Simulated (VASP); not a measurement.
Set up this calculation in VASP 6.6.1, as the native input.

```
Task                   : single point
Functional             : r2SCAN
Potentials or basis    : VASP PAW PBE potentials, release 64 (Tl_d, Si, Se)
Cutoff                 : 520 eV
k mesh                 : 5 × 5 × 5
Occupations            : gaussian, width 0.0209 eV
Spin                   : no spin polarisation
Dipole correction      : no
Further INCAR settings : ALGO = Normal; EDIFF = 1e-06; NBANDS = 39
```

The system is TlSiSe2.

```
CELL_PARAMETERS angstrom
0.00000 0.00000 6.32848
3.97096 -3.97096 3.16424
3.97096 3.97096 -3.16424
ATOMIC_POSITIONS crystal
Tl 0.25000 0.00000 0.00000
Tl 0.75000 0.00000 0.00000
Si 0.75000 0.50000 0.50000
Si 0.25000 0.50000 0.50000
Se 0.65700 0.50000 0.81400
Se 0.15700 0.18600 0.50000
Se 0.34300 0.50000 0.18600
Se 0.84300 0.81400 0.50000
```

These files were run (other wordings do the same):

POSCAR

```
TlSiSe2
1.0
    0.0000000000      0.0000000000      6.3284790000
    3.9709560000     -3.9709560000      3.1642400000
    3.9709560000      3.9709560000     -3.1642400000
Tl Si Se
2 2 4
Direct
    0.2500000000      0.0000000000      0.0000000000
    0.7500000000      0.0000000000      0.0000000000
    0.7500000000      0.5000000000      0.5000000000
    0.2500000000      0.5000000000      0.5000000000
    0.6570000000      0.5000000000      0.8140000000
    0.1570000000      0.1860000000      0.5000000000
    0.3430000000      0.5000000000      0.1860000000
    0.8430000000      0.8140000000      0.5000000000
```

INCAR.step1

```
PREC = Accurate
ENCUT = 520
ISMEAR = 0
SIGMA = 0.0209
LREAL = False
LASPH = True
NELM = 100
NBANDS = 39
GGA = PE
ALGO = Normal
EDIFF = 1E-4
LWAVE = True
LCHARG = False
```

INCAR.step2

```
PREC = Accurate
ENCUT = 520
EDIFF = 1E-6
ISMEAR = 0
SIGMA = 0.0209
LREAL = False
LASPH = True
NELM = 100
ALGO = Normal
ISIF = 2
LWAVE = False
LCHARG = True
METAGGA = R2SCAN
LMIXTAU = True
LELF = True
LVHAR = True
NBANDS = 39
ISTART = 1
```

KPOINTS

```
Automatic mesh
0
Gamma
  5 5 5
```

Potentials or basis: VASP PAW PBE potentials, release 64 (Tl_d, Si, Se).

The run is started by

```bash
$ cat potpaw_PBE.64/Tl_d/POTCAR potpaw_PBE.64/Si/POTCAR potpaw_PBE.64/Se/POTCAR > POTCAR
$ cp INCAR.step1 INCAR
$ mpirun -np 1 vasp_std > vasp.out
$ cp INCAR.step2 INCAR
$ mpirun -np 1 vasp_std > vasp.out
```

Results of the run:

```
Pressure               : 3.0 GPa
Largest force          : 0.513 eV/Å
Band gap on the k mesh : zero (bands 29 and 30 overlap by 0.87 eV)
```

Caveat: the PAW data sets were made with another functional, which shifts forces and pressure a little; spin-orbit coupling is left out, which moves the levels of the heavy elements.

It took 8.4 min on 1 thread of AMD EPYC 7R13 Processor (Zen 3), on a shared host, peak memory 0.41 GiB.
